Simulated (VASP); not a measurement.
# Rb (I4/mmm) in VASP: electric field gradients with PBEsol

Aim: the electric field gradients of Rb with PBEsol.

Everything below comes from runs of VASP 6.6.1. Logs are shortened: lines on timing, memory, paths and dates and some standing lists are left out, and cuts for length are marked.

## (1) The cell of the first run

It takes space group I4/mmm (No. 139, tetragonal). The conventional cell has a = 5.612 Å, b = 5.612 Å, c = 5.500 Å, α = 90.00°, β = 90.00°, γ = 90.00°.

## (2) Electric field gradients, PBEsol (zz strain of -2 %)

The input, INCAR:

```
SYSTEM = Rb
PREC = Accurate
ENCUT = 520
EDIFF = 1E-8
ISMEAR = -1
SIGMA = 0.05
LREAL = .False.
LASPH = .True.
NELM = 100
ALGO = Normal
ISIF = 2
LWAVE = .False.
LCHARG = .False.
GGA = PS
LEFG = .True.
NBANDS = 10
```

The input, KPOINTS:

```
Automatic mesh
0
Gamma
  8 8 8
  0 0 0
```

The input, POSCAR:

```
Rb
1.0
   -2.8060000000      2.8060000000      2.7498800000
    2.8060000000     -2.8060000000      2.7498800000
    2.8060000000      2.8060000000     -2.7498800000
Rb
1
Direct
    0.0000000000      0.0000000000      0.0000000000
```

Potentials or basis: VASP PAW PBE potentials, release 64 (Rb_sv).

The run is started by

```sh
$ cat potpaw_PBE.64/Rb_sv/POTCAR > POTCAR
$ mpirun -np 1 vasp_std > vasp.out
```

OUTCAR:

```text
SYSTEM = Rb
   PREC = Accurate
   ENCUT = 520
   EDIFF = 1E-8
   ISMEAR = -1
   LREAL = .False.
   LASPH = .True.
   NELM = 100
   ISIF = 2
   GGA = PS

 ion  position               nearest neighbor table
   1  0.000  0.000  0.000-

  LATTYP: Found a body centered tetragonal cell.
 ALAT       =     5.6120000000
 C/A-ratio  =     0.9800000000

  Lattice vectors:

 A1 = (  -2.8060000000,   2.8060000000,   2.7498800000)
 A2 = (   2.8060000000,  -2.8060000000,   2.7498800000)
 A3 = (   2.8060000000,   2.8060000000,  -2.7498800000)

Analysis of symmetry for initial positions (statically):
=====================================================================
 Subroutine PRICEL returns:
 Original cell was already a primitive cell.

 Routine SETGRP: Setting up the symmetry group for a
 body centered tetragonal supercell.

 Subroutine GETGRP returns: Found 16 space group operations
 (whereof 16 operations were pure point group operations)
 out of a pool of 16 trial point group operations.

The static configuration has the point symmetry D_4h.

Analysis of symmetry for dynamics (positions and initial velocities):
=====================================================================
 Subroutine PRICEL returns:
 Original cell was already a primitive cell.

 Routine SETGRP: Setting up the symmetry group for a
 body centered tetragonal supercell.

 Subroutine GETGRP returns: Found 16 space group operations
 (whereof 16 operations were pure point group operations)
 out of a pool of 16 trial point group operations.

The dynamic configuration has the point symmetry D_4h.

 Subroutine INISYM returns: Found 16 space group operations
 (whereof 16 operations are pure point group operations),
 and found     1 'primitive' translations

----------------------------------------------------------------------------------------

                                     Primitive cell

  volume of cell :      86.6062

  direct lattice vectors                    reciprocal lattice vectors
    -2.806000000  2.806000000  2.749880000     0.000000000  0.178189594  0.181826116
     2.806000000 -2.806000000  2.749880000     0.178189594  0.000000000  0.181826116
     2.806000000  2.806000000 -2.749880000     0.178189594  0.178189594  0.000000000

  length of vectors
     4.827951120  4.827951120  4.827951120     0.254582536  0.254582536  0.251998140

  position of ions in fractional coordinates (direct lattice)
     0.000000000  0.000000000  0.000000000

  ion indices of the primitive-cell ions
   primitive index   ion index
                 1           1

----------------------------------------------------------------------------------------

 KPOINTS: Automatic mesh

Automatic generation of k-mesh.
 Grid dimensions read from file:
 generate k-points for:    8    8    8

 Generating k-lattice:

  Cartesian coordinates                     Fractional coordinates (reciprocal lattice)
     0.000000000  0.022273699  0.022728265     0.125000000  0.000000000  0.000000000
     0.022273699  0.000000000  0.022728265     0.000000000  0.125000000  0.000000000
     0.022273699  0.022273699  0.000000000     0.000000000  0.000000000  0.125000000

  Length of vectors
     0.031822817  0.031822817  0.031499768

  Shift w.r.t. Gamma in fractional coordinates (k-lattice)
     0.000000000  0.000000000  0.000000000

 Subroutine IBZKPT returns following result:
 ===========================================

 Found     59 irreducible k-points:

 Following reciprocal coordinates:
            Coordinates               Weight
  0.000000  0.000000  0.000000      1.000000
  0.125000 -0.000000  0.000000      8.000000
  0.250000 -0.000000  0.000000      8.000000
  0.375000 -0.000000  0.000000      8.000000
  0.500000 -0.000000  0.000000      4.000000
  0.125000  0.125000  0.000000      8.000000
[... 16 lines left out ...]
  0.250000  0.125000  0.125000     16.000000
  0.375000  0.125000  0.125000      8.000000
 [... further k-points ...]
   k-points           NKPTS =     59   k-points in BZ     NKDIM =     59   number of bands    NBANDS=     10
   number of dos      NEDOS =    301   number of ions     NIONS =      1
   total plane-waves  NPLWV =  46656
   dimension x,y,z NGX =    36 NGY =   36 NGZ =   36
   dimension x,y,z NGXF=    72 NGYF=   72 NGZF=   72
   ions per type =               1
   NGX,Y,Z   is equivalent  to a cutoff of  12.40, 12.40, 12.40 a.u.
   NGXF,Y,Z  is equivalent  to a cutoff of  24.79, 24.79, 24.79 a.u.
 SYSTEM =  Rb
   PREC   = accura    normal or accurate (medium, high low for compatibility)
   ISTART =      0    job   : 0-new  1-cont  2-samecut
   ICHARG =      2    charge: 1-file 2-atom 10-const
   ISPIN  =      1    spin polarized calculation?
   LNONCOLLINEAR =      F non collinear calculations
   LSORBIT =      F    spin-orbit coupling
   LASPH  =      T    aspherical Exc in radial PAW
   ENCUT  =  520.0 eV  38.22 Ry    6.18 a.u.   8.98  8.98  8.98*2*pi/ulx,y,z
   NELM   =    100;   NELMIN=  2; NELMDL= -5     # of ELM steps
   EDIFF  = 0.1E-07   stopping-criterion for ELM
   LREAL  =      F    real-space projection
   EDIFFG = 0.1E-06   stopping-criterion for IOM
   NSW    =      0    number of steps for IOM
   IBRION =     -1    ionic relax: 0-MD 1-quasi-New 2-CG
   NFREE  =      0    steps in history (QN), initial steepest desc. (CG)
   ISIF   =      2    stress and relaxation
   ISYM   =      2    0-nonsym 1-usesym 2-fastsym
   POTIM  = 0.5000    time-step for ionic-motion
   TEBEG  =    0.0;   TEEND  =   0.0 temperature during run
   PSTRESS=    0.0 pullay stress
   NELECT =       9.0000    total number of electrons
   NUPDOWN=      -1.0000    fix difference up-down
   EMIN   =  10.00;   EMAX   =-10.00  energy-range for DOS
   EFERMI =   0.00;   METHOD = LEGACY
   ISMEAR =    -1;   SIGMA  =   0.05  broadening in eV -4-tet -1-fermi 0-gaus
   EFERMI_NEDOS =   21; number of points for ismear=-14 and -15
   IALGO  =     38    algorithm
   IMIX   =      4    mixing-type and parameters
     AMIX     =   0.40;   BMIX     =  1.00
     AMIX_MAG =   1.60;   BMIX_MAG =  1.00
  volume/ion in A,a.u.               =      86.61       584.45
  Fermi-wavevector in a.u.,A,eV,Ry     =   0.769673  1.454470  8.060034  0.592396
  Thomas-Fermi vector in A             =   1.870712
   LORBIT       =      0    0 simple, 1 ext, 2 COOP (PROOUT), +10 PAW based schemes
   GGA     = PS    functional components
   LHFCALC =     F    Hartree Fock is set to
   AEXX    =    0.0000 exact exchange contribution
   IVDW    =     0    specifies the selected vdW correction
   LEPSILON=     F    determine dielectric tensor
   LRPA    =     F    only Hartree local field effects (RPA)
 non-spin polarized calculation
  energy-cutoff  :      520.00
  volume of cell :       86.61
 maximum number of plane-waves:      2358
   NGX = 17   NGY = 17   NGZ = 17

 number of electron       9.0000000 magnetization

 Free energy of the ion-electron system (eV)
  ---------------------------------------------------
  ext. energy  EPLUGINS =         0.00000000
  ---------------------------------------------------
  free energy    TOTEN  =        -1.02371699 eV

  energy without entropy =       -1.01306164  energy(sigma->0) =       -1.01838932

 E-fermi :   0.0758     XC(G=0):  -5.6453

 val. band max:        0.0610390514   @ k =   0.2500   0.2500   0.0000
 cond. band min:       0.1119836304   @ k =   0.5000   0.3750   0.0000
 fundamental gap:      0.0509445790
 Fermi energy:         0.0757834284

 k-point     1 :       0.0000    0.0000    0.0000
  band No.  band energies     occupation
      1     -28.7729      2.00000
      2     -12.8146      2.00000
      3     -12.8146      2.00000
      4     -12.8146      2.00000
      5      -1.9856      2.00000
      6       3.7117      0.00000
      7       3.8192      0.00000
      8       3.8192      0.00000
      9       4.6891      0.00000
     10       4.8391      0.00000

 k-point     2 :       0.1250   -0.0000    0.0000
  band No.  band energies     occupation
      1     -28.7722      2.00000
      2     -12.8318      2.00000
      3     -12.8203      2.00000
      4     -12.8147      2.00000
      5      -1.7920      2.00000
      6       3.4855      0.00000
      7       3.5076      0.00000
      8       3.9489      0.00000
      9       4.5208      0.00000
     10       4.6827      0.00000
[... 274 lines left out ...]
 k-point    24 :       0.3750    0.1250    0.1250
  band No.  band energies     occupation
      1     -28.7674      2.00000
      2     -12.9118      2.00000
      3     -12.8616      2.00000
      4     -12.8315      2.00000
      5       0.6865      0.00001
      6       0.9981      0.00000
      7       2.0630      0.00000
      8       3.8555      0.00000
      9       5.2934      0.00000
     10       5.4984      0.00000

 [... further k-points ...]

------------------------ aborting loop because EDIFF is reached ----------------------------------------

  FORCE on cell =-STRESS in cart. coord.  units (eV):
  Direction    XX          YY          ZZ          XY          YZ          ZX
  --------------------------------------------------------------------------------------
  -------------------------------------------------------------------------------------
  Total        0.0018199      0.0018199     -0.0005478      0.0000000      0.0000000     -0.0000000
  in kB        0.0336667      0.0336667     -0.0101347      0.0000000      0.0000000     -0.0000000
  external PRESSURE =       0.0190663 kB  Pullay stress =       0.0000000 kB

 VOLUME and BASIS-vectors are now :
 -----------------------------------------------------------------------------
  energy-cutoff  :      520.00
  volume of cell :       86.61
      direct lattice vectors                 reciprocal lattice vectors
    -2.806000000  2.806000000  2.749880000     0.000000000  0.178189594  0.181826116
     2.806000000 -2.806000000  2.749880000     0.178189594  0.000000000  0.181826116
     2.806000000  2.806000000 -2.749880000     0.178189594  0.178189594  0.000000000

 POSITION                                       TOTAL-FORCE (eV/Angst)
 -----------------------------------------------------------------------------------
      0.00000      0.00000      0.00000        -0.000000      0.000000     -0.000000
 -----------------------------------------------------------------------------------
    total drift:                               -0.000000     -0.000000      0.000000

  FREE ENERGIE OF THE ION-ELECTRON SYSTEM (eV)
  ---------------------------------------------------
  free  energy   TOTEN  =        -1.0237169931 eV

  energy  without entropy=       -1.0130616389  energy(sigma->0) =       -1.01838932

 Electric field gradients (V/A^2)
---------------------------------------------------------------------
 ion       V_xx      V_yy      V_zz      V_xy      V_xz      V_yz
---------------------------------------------------------------------
   1      -0.081    -0.081     0.163     0.000     0.000     0.000
---------------------------------------------------------------------

 Electric field gradients after diagonalization (V/A^2)
 (convention: |V_zz| > |V_xx| > |V_yy|)
----------------------------------------------------------------------
 ion       V_xx      V_yy      V_zz     asymmetry (V_yy - V_xx)/ V_zz
----------------------------------------------------------------------
   1      -0.081    -0.081     0.163       0.001
----------------------------------------------------------------------

           NMR quadrupolar parameters

 Cq : quadrupolar parameter    Cq=e*Q*V_zz/h
 eta: asymmetry parameters     (V_yy - V_xx)/ V_zz
 Q  : nuclear electric quadrupole moment in mb (millibarn)
----------------------------------------------------------------------
 ion       Cq(MHz)       eta       Q (mb)
----------------------------------------------------------------------
   1       0.000       0.001       1.000
----------------------------------------------------------------------
```

It used 60 s of CPU time on 1 thread of AMD EPYC 7R13 Processor (Zen 3) (shared host).

What came out:

```
Free energy : -1.0237 eV
Pressure    : 0.0 GPa
```

Levels at points of the mesh, in eV from the Fermi level:
| k point | band 1 | band 2 | band 3 | band 4 | band 5 | band 6 | band 7 | band 8 |
| --- | --- | --- | --- | --- | --- | --- | --- | --- |
| (0.00, 0.00, 0.00) | -28.85 | -12.89 | -12.89 | -12.89 | -2.06 | 3.64 | 3.74 | 3.74 |
| (0.50, 0.00, 0.00) | -28.84 | -13.00 | -12.93 | -12.89 | 0.22 | 0.81 | 2.54 | 4.37 |
| (0.50, 0.50, 0.00) | -28.84 | -13.01 | -12.93 | -12.89 | 0.18 | 0.77 | 2.65 | 4.29 |
| (0.50, 0.50, 0.50) | -28.84 | -12.97 | -12.97 | -12.97 | 1.18 | 1.24 | 3.28 | 3.28 |

Caveat: the cell differs from its parent crystal (zz strain of -2 %); without QUAD_EFG the Cq values of the log hold for a quadrupole moment of 1 mb, not for the nuclei; the PAW data sets were made with another functional, which shifts forces and pressure a little.
